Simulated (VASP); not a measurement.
A run of VASP 6.6.1 is set up as follows.

The input INCAR:

```
SYSTEM = Al
  PREC = Accurate
  ENCUT = 500
  EDIFF = 1E-6
  ISMEAR = 1
  SIGMA = 0.1
  LREAL = .False.
  LASPH = .True.
  NELM = 120
  ALGO = Normal
  ISIF = 2
  LWAVE = .False.
  LCHARG = .True.
  GGA = RP
  LELF = .True.
  LVHAR = .True.
  NBANDS = 8
  GGA_COMPAT = .False.
```

File KPOINTS:

```
Automatic mesh
0
Gamma
  13 13 13
  0 0 0
```

POSCAR

```
Al
1.0
    0.0000000000      2.0321504831      2.0321504831
    2.0321504831      0.0000000000      2.0321504831
    2.0321504831      2.0321504831      0.0000000000
Al
1
Direct
    0.0000000000      0.0000000000      0.0000000000
```

Potentials or basis: VASP PAW PBE potentials, release 64 (Al).

Run with:

```sh
$ cat potpaw_PBE.64/Al/POTCAR > POTCAR
$ mpirun -np 1 vasp_std > vasp.out
```

Question: What does it give for the pressure?

Answer: -0.2 GPa.

Question: Estimate the band gap on the k mesh.

Answer: Zero (an odd number of electrons rules out a gap without spin polarisation).

Caveat: the PAW data sets were made with another functional, which shifts forces and pressure a little.
